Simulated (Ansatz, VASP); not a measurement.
## LiMgBN2 in VASP and in Ansatz

```
CELL_PARAMETERS angstrom
-1.90966 1.90966 4.62126
1.90966 -1.90966 4.62126
1.90966 1.90966 -4.62126
ATOMIC_POSITIONS crystal
Li 0.25000 0.75000 0.50000
Mg 0.75000 0.25000 0.50000
B 0.50000 0.50000 0.00000
N 0.65126 0.65126 0.00000
N 0.34874 0.34874 0.00000
```

Change from the starting cell: strain +0.000 along x and y, +0.040 along z, atoms carried along.

Alike in both runs: task single point; functional PBE; k mesh 8 × 8 × 8; occupations gaussian, width 0.05 eV; no spin polarisation.

|  | VASP | Ansatz |
| --- | --- | --- |
| version | VASP 6.6.1 | Ansatz 0.2.0 |
| potentials or method | VASP PAW PBE potentials, release 64 (Li_sv, Mg, B, N), cutoff 520 eV | scalar-relativistic, plane waves, PAW |
| valence electrons in the cell | 18 | 26 |

VASP gave:

* gap on the k mesh at the Fermi level (eV): 2.53
* least direct gap on the mesh (eV): 3.58
* rms of the force components (eV/Å): 0.780

Problem. Which values does Ansatz return?

Solution. gap on the k mesh at the Fermi level (eV): 2.53; least direct gap on the mesh (eV): 3.59; rms of the force components (eV/Å): 0.784.

Atom by atom the forces differ by 0.004 eV/Å (rms over components). VASP's potentials hold 18 valence electrons a cell and Ansatz's 26, so a difference there can come from the potentials and not from the codes.

Noted on VASP's run: the cutoff is short for stress, so the pressure is rough.
